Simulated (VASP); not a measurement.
**Al3Cu: single point with r2SCAN**

The system is Al3Cu.

```
CELL_PARAMETERS angstrom
3.92415 0.00000 0.00000
0.00000 3.92415 0.00000
0.00000 0.00000 3.92415
ATOMIC_POSITIONS crystal
Al 0.00000 0.50000 0.50000
Al 0.50000 0.00000 0.50000
Al 0.50000 0.50000 0.00000
Cu 0.00000 0.00000 0.00000
```

* Program: VASP 6.6.1
* Task: single point
* Functional: r2SCAN
* Potentials or basis: VASP PAW PBE potentials, release 64 (Al, Cu)
* Cutoff: 520 eV
* k mesh: 4 × 4 × 4
* Occupations: gaussian, width 0.1 eV
* Spin: no spin polarisation

- Pressure: -3.5 GPa
- Band gap on the k mesh: zero (band 10 reaches 9.55 eV, above the bottom of band 11 at 6.26 eV)

Levels at points of the mesh, in eV from the Fermi level:
```tsv
k point	band 8	band 9	band 10	band 11	band 12	band 13
(0.00, 0.00, 0.00)	-2.75	-2.75	-0.77	0.40	0.40	6.65
(0.50, 0.00, 0.00)	0.08	0.08	0.11	0.11	0.51	2.13
(0.50, 0.50, 0.00)	-3.53	-3.31	1.19	2.89	2.89	3.32
(0.50, 0.50, 0.50)	-3.60	-3.60	-2.61	-2.10	-2.10	-2.10
```

Run time: 40 s on 1 thread of Intel Xeon 6975P-C, with other jobs on the host, peak memory 0.17 GiB.

Caveat: the k points lie up to 0.40 Å⁻¹ apart; the PAW data sets were made with another functional, which shifts forces and pressure a little.
